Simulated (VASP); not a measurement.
# Si (a cell with a defect) in VASP: further runs, part 2 of 2

VASP 6.6.1.

## (4) Single point, LDA

INCAR reads:

```
PREC = Accurate ; ENCUT = 520
EDIFF = 1E-7 ; ISMEAR = 0
SIGMA = 0.05 ; LREAL = Auto
LASPH = True ; NELM = 100
ALGO = Normal ; ISIF = 2
LWAVE = False ; LCHARG = True
LELF = True ; LVHAR = True
NBANDS = 48
```

KPOINTS reads:

```
Automatic mesh
0
Gamma
  2 2 2
```

POSCAR reads:

```
Si
1.0
    0.0000000000      5.4300000000      5.4300000000
    5.4300000000      0.0000000000      5.4300000000
    5.4300000000      5.4300000000      0.0000000000
Si
17
Direct
    0.0104535912     -0.0327736648      0.0111406998
    0.1233165746      0.1156423573      0.1238154696
   -0.0359232965      0.0005940147      0.5179229282
    0.1237751381      0.1154186004      0.6370941068
    0.0024876611      0.4879209945      0.0032125230
    0.1349174033      0.5943155617      0.1355061694
    0.0025702578      0.4877411602      0.5066023020
    0.1090706262      0.6267910681      0.6321547882
    0.5174386740      0.0006742173     -0.0351082873
    0.6364723757      0.1154834254      0.1243220994
    0.5168820442      0.0009417127      0.5171407919
    0.6037141805      0.1872265193      0.6045585635
    0.5060234807      0.4877302947      0.0032610497
    0.6314489871      0.6269058932      0.1097112339
    0.4767678637      0.5687678637      0.4773822284
    0.6314373849      0.6270093923      0.6321611418
    0.3345462247     -0.0066764273      0.3354491713
```

Launch:

```
> cat potpaw_LDA.64/Si/POTCAR > POTCAR
> mpirun -np 1 vasp_std > vasp.out
```

It took 6.8 min on 1 thread of Intel Xeon 8259CL, shared host; peak memory 0.38 GiB.

The run converged. Its results:

* Free energy: -97.2703 eV
* Pressure: 0.9 GPa
* Largest force: 0.067 eV/Å
* Band gap on the k mesh: zero (bands 34 and 35 overlap by 0.04 eV)

Forces on the atoms (eV/Å):
```
Si   0.017 -0.018  0.023
Si   0.007  0.010  0.005
Si   0.007 -0.003 -0.014
Si  -0.012 -0.013  0.000
Si  -0.013  0.003 -0.009
Si   0.009 -0.012  0.005
Si   0.001  0.012 -0.010
Si  -0.004  0.003  0.007
Si  -0.013 -0.009  0.006
Si   0.000 -0.007 -0.015
Si   0.003  0.011  0.000
Si   0.010 -0.012  0.014
Si  -0.008  0.006  0.000
Si   0.007  0.010 -0.003
Si   0.023 -0.025  0.016
Si  -0.007 -0.010  0.000
Si  -0.027  0.056 -0.027
```

Stress tensor (GPa, compression positive):
```
 0.91  0.55 -0.56
 0.55  0.91  0.54
-0.56  0.54  0.91
```

Levels at points of the mesh, in eV from the Fermi level:
```
           k point  band 30  band 31  band 32  band 33  band 34  band 35  band 36  band 37  band 38  band 39
(0.00, 0.00, 0.00)    -1.40    -1.13    -0.64    -0.64    -0.43    -0.04    -0.03     0.24     0.24     0.78
(0.50, 0.00, 0.00)    -1.40    -1.31    -1.28    -0.85    -0.14     0.20     0.70     0.93     1.05     1.33
(0.00, 0.50, 0.00)    -1.33    -1.33    -1.22    -1.22    -0.19     0.40     0.41     1.18     1.18     1.21
(0.00, 0.00, 0.50)    -1.40    -1.31    -1.28    -0.85    -0.15     0.20     0.70     0.93     1.05     1.33
(0.50, 0.50, 0.50)    -1.40    -1.31    -1.28    -0.85    -0.15     0.21     0.70     0.93     1.05     1.33
(0.50, 0.50, 0.00)    -1.86    -1.82    -1.64    -0.71     0.00     0.44     1.32     1.47     1.57     1.94
(0.00, 0.50, 0.50)    -1.86    -1.82    -1.64    -0.71     0.00     0.44     1.32     1.47     1.57     1.94
(0.50, 0.00, 0.50)    -1.86    -1.82    -1.65    -0.71     0.01     0.44     1.32     1.47     1.57     1.94
```

Caveat: the k points lie up to 0.50 Å⁻¹ apart.

## (5) Single point, LDA

INCAR reads:

```
SYSTEM = Si
PREC = Accurate ; ENCUT = 520
EDIFF = 1E-6 ; ISMEAR = 0
SIGMA = 0.05 ; LREAL = Auto
LASPH = .True. ; NELM = 80
ALGO = Normal ; ISIF = 2
LWAVE = .False. ; LCHARG = .True.
LELF = .True. ; LVHAR = .True.
NBANDS = 48
```

KPOINTS reads:

```
Automatic mesh
0
Gamma
  2 2 2
  0 0 0
```

POSCAR reads:

```
Si
1.0
    0.0000000000      5.4300000000      5.4300000000
    5.4300000000      0.0000000000      5.4300000000
    5.4300000000      5.4300000000      0.0000000000
Si
17
Direct
    0.0065690608     -0.0216751381      0.0074933702
    0.1210138122      0.1206069982      0.1215484346
   -0.0197098527      0.0052308471      0.5069255064
    0.1210208103      0.1206482505      0.6366666667
    0.0003185083      0.4926417127      0.0014343462
    0.1314646409      0.6046130755      0.1319896869
    0.0004318600      0.4925370166      0.5055707182
    0.1148691529      0.6263698895      0.6292999079
    0.5064014733      0.0051613260     -0.0190353591
    0.6358002762      0.1208689687      0.1216599448
    0.5069808471      0.0050062615      0.5075333333
    0.6119532228      0.1632138122      0.6127149171
    0.5048477901      0.4925218232      0.0013781768
    0.6283137201      0.6264910681      0.1156564457
    0.4879388582      0.5349160221      0.4886160221
    0.6285302026      0.6262423573      0.6296289134
    0.3579545120     -0.0739515654      0.3584815838
```

Launch:

```
> cat potpaw_LDA.64/Si/POTCAR > POTCAR
> mpirun -np 1 vasp_std > vasp.out
```

It took 6.1 min on 1 thread of Intel Xeon 8259CL, shared host; peak memory 0.38 GiB.

Results (log left out):

| Item | Value |
| --- | --- |
| Free energy | -97.4495 eV |
| Pressure | 1.5 GPa |
| Largest force | 0.301 eV/Å |
| Band gap on the k mesh | zero (bands 34 and 35 overlap by 0.14 eV) |

Forces in eV/Å, atoms in the order of the input:
```
Si   0.045 -0.044  0.053
Si   0.032 -0.036  0.024
Si  -0.014  0.024  0.090
Si   0.027 -0.026  0.021
Si   0.005 -0.026  0.023
Si   0.052 -0.060  0.030
Si   0.026 -0.007  0.023
Si   0.002  0.003  0.034
Si   0.093  0.012 -0.013
Si   0.013 -0.011  0.026
Si  -0.003 -0.089 -0.012
Si  -0.063  0.058 -0.057
Si   0.018 -0.019  0.026
Si   0.036  0.015  0.009
Si  -0.082  0.083 -0.096
Si  -0.012 -0.036  0.007
Si  -0.175  0.159 -0.186
```

Stress tensor (GPa, compression positive):
```
 1.48  0.28 -0.26
 0.28  1.46  0.27
-0.26  0.27  1.49
```

Levels at points of the mesh, in eV from the Fermi level:
```
           k point  band 31  band 32  band 33  band 34  band 35  band 36  band 37  band 38
(0.00, 0.00, 0.00)    -0.81    -0.73    -0.73    -0.41    -0.12    -0.12     0.07     0.08
(0.50, 0.00, 0.00)    -1.38    -1.36    -1.18    -0.23     0.29     0.75     0.81     0.89
(0.00, 0.50, 0.00)    -1.49    -1.32    -1.32    -0.34     0.43     0.44     1.02     1.03
(0.00, 0.00, 0.50)    -1.39    -1.37    -1.18    -0.24     0.29     0.75     0.81     0.89
(0.50, 0.50, 0.50)    -1.39    -1.37    -1.18    -0.24     0.30     0.75     0.81     0.89
(0.50, 0.50, 0.00)    -1.92    -1.78    -0.91     0.02     0.58     1.10     1.20     1.22
(0.00, 0.50, 0.50)    -1.93    -1.77    -0.91     0.02     0.58     1.10     1.20     1.22
(0.50, 0.00, 0.50)    -1.93    -1.77    -0.91     0.01     0.58     1.10     1.20     1.22
```

Caveat: the k points lie up to 0.50 Å⁻¹ apart.

## (6) The runs side by side

| cell | gap on the mesh (eV) | pressure (GPa) | largest force (eV/Å) |
| --- | --- | --- | --- |
| as given, atomic positions A | none | 1.5 | 0.30 |
| as given, atomic positions B | none | 0.9 | 0.07 |
| as given, atomic positions C | none | 0.9 | 0.07 |

Alike in all rows: task single point; level LDA; potentials or basis VASP PAW LDA potentials, release 64 (Si); no spin polarisation; k mesh 2 × 2 × 2; cutoff (eV) 520; smearing gaussian 0.05 eV.

Caveats: all runs use coarse meshes.

Absolute energies hang on the potentials; compare differences alone.
